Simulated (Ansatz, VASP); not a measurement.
**Two plane-wave programs on Ta**

```
CELL_PARAMETERS angstrom
0.00000 1.97699 1.97699
1.97699 0.00000 1.97699
1.97699 1.97699 0.00000
ATOMIC_POSITIONS crystal
Ta 0.00000 0.00000 0.00000
```

Change from the starting cell: volume scaled by 0.82, to set the pressure.

Alike in both runs: task single point; functional PBE; k mesh 17 × 17 × 17; occupations fermi-dirac, width 0.08 eV; no spin polarisation.

|  | VASP | Ansatz |
| --- | --- | --- |
| version | VASP 6.6.1 | Ansatz 0.2.0 |
| potentials or method | VASP PAW PBE potentials, release 64 (Ta_pv) | PAW with Ansatz's default frozen-core files, scalar-relativistic |
| plane-wave cutoff (eV) | 500 | 420 |
| valence electrons in the cell | 11 | 13 |

```csv
,VASP,Ansatz,Ansatz less VASP
pressure (GPa),54.6,54.1,-0.49
```

Both programs put the cell under a high pressure, so it lies far from rest at this level. VASP's potentials hold 11 valence electrons a cell and Ansatz's 13, so a difference there can come from the potentials and not from the codes.

Neither program's run includes spin-orbit coupling.
